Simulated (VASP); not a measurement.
# WC in VASP: single point with PBEsol

Aim: the single point of WC with PBEsol.

Everything below comes from runs of VASP 6.6.1. Logs are shortened: lines on timing, memory, paths and dates and some standing lists are left out, and cuts for length are marked.

### 1 The cell of the first run

The cell holds a slab with vacuum, 8 atoms: a = 2.898 Å, b = 2.898 Å, c = 24.897 Å, α = 90.00°, β = 90.00°, γ = 120.00°.

### 2 Single point, PBEsol, collinear spin

File INCAR:

```
ALGO = Normal
DIPOL = 0.5 0.5 0.500
EDIFF = 1E-6
ENCUT = 520
GGA = PS
IDIPOL = 3
ISIF = 2
ISMEAR = 0
ISPIN = 2
LASPH = True
LCHARG = False
LDIPOL = True
LMAXMIX = 4
LORBIT = 11
LREAL = False
LWAVE = False
MAGMOM = 1 0 0 0 0 0 0 1
NBANDS = 50
NELM = 150
PREC = Accurate
SIGMA = 0.1
```

File KPOINTS:

```
k-points
0
Gamma
  12 12 1
```

File POSCAR:

```
WC
1.0
    2.8984136678      0.0000000000      0.0000000000
   -1.4492068339      2.5100998670      0.0000000000
    0.0000000000      0.0000000000     24.8966416592
C W
4 4
Direct
    0.6666666667      0.3333333333      0.3012454492
    0.6666666667      0.3333333333      0.4148194782
    0.6666666667      0.3333333333      0.5283935073
    0.6666666667      0.3333333333      0.6419675363
    0.0000000000      0.0000000000      0.3580324637
    0.0000000000      0.0000000000      0.4716064927
    0.0000000000      0.0000000000      0.5851805218
    0.0000000000      0.0000000000      0.6987545508
```

Potentials or basis: VASP PAW PBE potentials, release 64 (C, W_sv).

Started as:

```sh
$ cat potpaw_PBE.64/C/POTCAR potpaw_PBE.64/W_sv/POTCAR > POTCAR
$ mpirun -np 1 vasp_std > vasp.out
```

OUTCAR:

```text
EDIFF = 1E-6
   ENCUT = 520
   GGA = PS
   ISIF = 2
   ISMEAR = 0
   ISPIN = 2
   LASPH = True
   LORBIT = 11
   LREAL = False
   NELM = 150
   PREC = Accurate

 ion  position               nearest neighbor table
   1  0.667  0.333  0.301-   5 2.19   5 2.19   5 2.19
   2  0.667  0.333  0.415-   6 2.19   5 2.19   6 2.19   5 2.19   6 2.19   5 2.19
   3  0.667  0.333  0.528-   7 2.19   7 2.19   7 2.19   6 2.19   6 2.19   6 2.19
   4  0.667  0.333  0.642-   8 2.19   7 2.19   8 2.19   7 2.19   8 2.19   7 2.19
   5  0.000  0.000  0.358-   1 2.19   2 2.19   1 2.19   2 2.19   1 2.19   2 2.19   6 2.83
   6  0.000  0.000  0.472-   2 2.19   2 2.19   2 2.19   3 2.19   3 2.19   3 2.19   5 2.83   7 2.83

   7  0.000  0.000  0.585-   3 2.19   4 2.19   3 2.19   4 2.19   3 2.19   4 2.19   8 2.83   6 2.83

   8  0.000  0.000  0.699-   4 2.19   4 2.19   4 2.19   7 2.83

  LATTYP: Found a hexagonal cell.
 ALAT       =     2.8984136678
 C/A-ratio  =     8.5897475353

  Lattice vectors:

 A1 = (   2.8984136678,   0.0000000000,   0.0000000000)
 A2 = (  -1.4492068339,   2.5100998670,   0.0000000000)
 A3 = (   0.0000000000,   0.0000000000,  24.8966416592)

Analysis of symmetry for initial positions (statically):
=====================================================================
 Subroutine PRICEL returns:
 Original cell was already a primitive cell.

 Routine SETGRP: Setting up the symmetry group for a
 hexagonal supercell.

 Subroutine GETGRP returns: Found  6 space group operations
 (whereof  6 operations were pure point group operations)
 out of a pool of 24 trial point group operations.

The static configuration has the point symmetry C_3v.

Analysis of symmetry for dynamics (positions and initial velocities):
=====================================================================
 Subroutine PRICEL returns:
 Original cell was already a primitive cell.

 Routine SETGRP: Setting up the symmetry group for a
 hexagonal supercell.

 Subroutine GETGRP returns: Found  6 space group operations
 (whereof  6 operations were pure point group operations)
 out of a pool of 24 trial point group operations.

The dynamic configuration has the point symmetry C_3v.

Analysis of structural, dynamic, and magnetic symmetry:
=====================================================================
 Subroutine PRICEL returns:
 Original cell was already a primitive cell.

 Routine SETGRP: Setting up the symmetry group for a
 hexagonal supercell.

 Subroutine GETGRP returns: Found  6 space group operations
[... 160 lines left out ...]
  energy without entropy =      -89.90540724  energy(sigma->0) =      -89.91261533

 E-fermi :   2.0333     XC(G=0):  -7.1876

 val. band max:        2.0235152026   @ k =   0.4167   0.0000   0.0000
 cond. band min:       2.1145123061   @ k =   0.5000  -0.0000   0.0000
 fundamental gap:      0.0909971035
 Fermi energy:         2.0333150705

 spin component 1

 k-point     1 :       0.0000    0.0000    0.0000
  band No.  band energies     occupation
      1     -72.1262      1.00000
      2     -72.0887      1.00000
      3     -71.8600      1.00000
      4     -71.6461      1.00000
      5     -36.7675      1.00000
      6     -36.4465      1.00000
[... 958 lines left out ...]
     47       8.1729      0.00000
     48       8.7462      0.00000
 Fermi energy:         2.0333150705

 spin component 2

 k-point     1 :       0.0000    0.0000    0.0000
  band No.  band energies     occupation
      1     -72.1262      1.00000
      2     -72.0887      1.00000
      3     -71.8600      1.00000
      4     -71.6461      1.00000
      5     -36.7675      1.00000
      6     -36.4465      1.00000
[... 958 lines left out ...]
     47       8.1729      0.00000
     48       8.7458      0.00000
 [bands above 48 left out]

------------------------ aborting loop because EDIFF is reached ----------------------------------------

 vacuum level on the upper side and lower side of the slab       (xc-potential included)        -0.562         0.688

  FORCE on cell =-STRESS in cart. coord.  units (eV):
  Direction    XX          YY          ZZ          XY          YZ          ZX
  --------------------------------------------------------------------------------------
  -------------------------------------------------------------------------------------
  Total       -3.0479868     -3.0479868     -6.2828807      0.0000000      0.0000000      0.0000000
  in kB      -26.9607226    -26.9607226    -55.5747169      0.0000000      0.0000000      0.0000000
  external PRESSURE =     -36.4987207 kB  Pullay stress =       0.0000000 kB

 VOLUME and BASIS-vectors are now :
 -----------------------------------------------------------------------------
  energy-cutoff  :      520.00
  volume of cell :      181.13
      direct lattice vectors                 reciprocal lattice vectors
     2.898413668  0.000000000  0.000000000     0.345016314  0.199195262  0.000000000
    -1.449206834  2.510099867  0.000000000     0.000000000  0.398390523  0.000000000
     0.000000000  0.000000000 24.896641659     0.000000000  0.000000000  0.040166060

 POSITION                                       TOTAL-FORCE (eV/Angst)
 -----------------------------------------------------------------------------------
      1.44921      0.83670      7.50000         0.000000      0.000000      4.740594
      1.44921      0.83670     10.32761         0.000000     -0.000000      0.986593
      1.44921      0.83670     13.15522         0.000000     -0.000000      0.253224
      1.44921      0.83670     15.98284        -0.000000      0.000000      0.881044
      0.00000      0.00000      8.91381        -0.000000     -0.000000     -5.702992
      0.00000      0.00000     11.74142         0.000000     -0.000000     -0.371408
      0.00000      0.00000     14.56903        -0.000000     -0.000000      0.166898
      0.00000      0.00000     17.39664         0.000000     -0.000000     -0.953953
 -----------------------------------------------------------------------------------
    total drift:                               -0.000000      0.000000     -0.001241

  FREE ENERGIE OF THE ION-ELECTRON SYSTEM (eV)
  ---------------------------------------------------
  free  energy   TOTEN  =       -89.9198234264 eV

  energy  without entropy=      -89.9054072366  energy(sigma->0) =      -89.91261533

 vacuum level on the upper side and lower side of the slab         6.948         8.250

 total charge

# of ion       s       p       d       tot
------------------------------------------
    1        0.934   1.249   0.000   2.183
    2        0.851   1.566   0.000   2.417
    3        0.849   1.569   0.000   2.419
    4        0.853   1.539   0.000   2.393
    5        2.355   6.382   3.467  12.204
    6        2.352   6.434   3.444  12.229
    7        2.354   6.432   3.442  12.228
    8        2.370   6.297   3.295  11.962
--------------------------------------------------
tot         12.918  31.468  13.648  58.034

 magnetization (x)

# of ion       s       p       d       tot
------------------------------------------
    1        0.000   0.000   0.000   0.000
    2        0.000   0.000   0.000   0.000
    3        0.000   0.000   0.000   0.000
    4       -0.000  -0.000   0.000  -0.000
    5        0.000   0.000  -0.000  -0.000
    6        0.000  -0.000   0.000   0.000
    7       -0.000  -0.000   0.000  -0.000
    8       -0.000  -0.000   0.000  -0.000
--------------------------------------------------
tot          0.000   0.000  -0.000   0.000
```

OSZICAR:

```text
N       E                     dE             d eps       ncg     rms          rms(c)
DAV:   1     0.852837601292E+03    0.85284E+03   -0.42438E+04  4144   0.144E+03
DAV:   2    -0.487126862725E+02   -0.90155E+03   -0.87680E+03  4346   0.457E+02
DAV:   3    -0.993961159928E+02   -0.50683E+02   -0.49319E+02  4690   0.109E+02
[... 30 lines left out ...]
DAV:  34    -0.899197741264E+02   -0.83530E-04   -0.31086E-05  4172   0.262E-02    0.221E-02
DAV:  35    -0.899198066621E+02   -0.32536E-04   -0.11420E-05  4320   0.141E-02    0.162E-02
DAV:  36    -0.899198182256E+02   -0.11563E-04   -0.28304E-06  3824   0.648E-03    0.128E-02
DAV:  37    -0.899198237314E+02   -0.55059E-05   -0.43150E-06  3572   0.765E-03    0.837E-03
DAV:  38    -0.899198238332E+02   -0.10174E-06   -0.17050E-05  3818   0.150E-02    0.853E-03
DAV:  39    -0.899198234264E+02    0.40674E-06   -0.15531E-06  3572   0.461E-03
   1 F= -.89919823E+02 E0= -.89912615E+02  d E =-.144162E-01  mag=     0.0000
```

stdout:

```text
POSCAR found type information on POSCAR C W
 POSCAR found :  2 types and       8 ions
 scaLAPACK will be used
 -----------------------------------------------------------------------------
|                                                                             |
|                                                                             |
|     You enforced a specific xc type in the INCAR file but a different       |
|     I HOPE YOU KNOW WHAT YOU ARE DOING!                                     |
|                                                                             |
 -----------------------------------------------------------------------------

 LDA part: xc-table for (Slater+PW92), standard interpolation
 POSCAR, INCAR and KPOINTS ok, starting setup
 FFT: planning ... GRIDC
 FFT: planning ... GRID_SOFT
 FFT: planning ... GRID
 WAVECAR not read
 entering main loop
```

Wall time 33 min (1 thread of Intel Xeon 8259CL, shared host); peak memory 0.55 GiB.

Results:

- Free energy: -89.9198 eV
- Largest force: 5.703 eV/Å
- Band gap on the k mesh: zero (filled and empty bands overlap)
- Net moment: 0.00 μB per cell
- Valence electrons inside the program's atomic spheres: C 2.18, 2.42, 2.39 (each value once); W 12.20, 12.23, 11.96 (each value once)

Forces on the atoms (eV/Å):
```
C    0.000  0.000  4.741
C    0.000  0.000  0.987
C    0.000  0.000  0.253
C    0.000  0.000  0.881
W    0.000  0.000 -5.703
W    0.000  0.000 -0.371
W    0.000  0.000  0.167
W    0.000  0.000 -0.954
```

Levels at points of the mesh, in eV from the Fermi level:
Spin up:
| k point | band 34 | band 35 | band 36 | band 37 | band 38 | band 39 |
| --- | --- | --- | --- | --- | --- | --- |
| (0.00, 0.00, 0.00) | -0.46 | -0.46 | 0.11 | 0.26 | 0.26 | 0.48 |
| (0.50, 0.00, 0.00) | -0.45 | 0.08 | 0.43 | 0.83 | 2.10 | 2.42 |
Spin down:
```
           k point  band 33  band 34  band 35  band 36  band 37  band 38  band 39  band 40
(0.00, 0.00, 0.00)    -1.02    -0.46    -0.46     0.11     0.26     0.26     0.48     1.56
(0.50, 0.00, 0.00)    -1.45    -0.45     0.08     0.43     0.83     2.10     2.42     3.70
```

Caveat: the PAW data sets were made with another functional, which shifts forces and pressure a little; spin-orbit coupling is left out, which moves the levels of the heavy elements.

The gap in the log of VASP goes by the Fermi energy; the results here count the filled bands.